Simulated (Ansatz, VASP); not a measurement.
**One calculation of AlNi3, two programs**

```
Al Ni
1.0
     3.42648    0.00000    0.00000
     0.00000    3.42648    0.00000
     0.00000    0.00000    3.42648
Al Ni
1 3
Direct
  0.00000 0.00000 0.00000
  0.00000 0.50000 0.50000
  0.50000 0.00000 0.50000
  0.50000 0.50000 0.00000
```

Change from the starting cell: volume scaled by 0.92, no spin polarisation, PAW files.

Alike in both runs: task single point; functional PBE; k mesh 10 × 10 × 10; occupations fermi-dirac, width 0.03 eV; no spin polarisation.

```csv
,VASP,Ansatz
version,VASP 6.6.1,Ansatz 0.2.0
potentials or method,"VASP PAW PBE potentials, release 64 (Al, Ni)","PAW with Ansatz's default frozen-core files, scalar-relativistic"
plane-wave cutoff (eV),520,420
valence electrons in the cell,33,57
```

```tsv
	VASP	Ansatz	Ansatz less VASP
pressure (GPa)	28.3	28.5	+0.22
```

Both programs put the cell under a high pressure, so it lies far from rest at this level. VASP's potentials hold 33 valence electrons a cell and Ansatz's 57, so a difference there can come from the potentials and not from the codes.
